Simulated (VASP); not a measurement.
A run of VASP 6.6.1 is set up as follows.

INCAR

```
SYSTEM = C
ALGO = Normal ; EDIFF = 1E-7
ENCUT = 520 ; ISIF = 2
ISMEAR = 1 ; LASPH = .TRUE.
LCHARG = .FALSE. ; LREAL = .FALSE.
LWAVE = .FALSE. ; NBANDS = 11
NELM = 60 ; PREC = Accurate
SIGMA = 0.05
```

File KPOINTS:

```
k-points
0
G
  14 14 8
  0 0 0
```

Contents of POSCAR:

```
C
1.0
    2.1130422544     -1.2200382483      0.0000000000
    2.1130422544      1.2200382483      0.0000000000
   -1.3698142178      0.0000000000      3.4793203655
C
2
Direct
    0.8333560000      0.8333560000      0.0000930000
    0.1666440000      0.1666440000      0.9999070000
```

Potentials or basis: VASP PAW LDA potentials, release 64 (C).

Command:

```bash
$ cat potpaw_LDA.64/C/POTCAR > POTCAR
$ mpirun -np 1 vasp_std > vasp.out
```

(1) Estimate the pressure.

(2) Estimate the largest force.

Results:

(1) 2.2 GPa.

(2) 0.004 eV/Å.
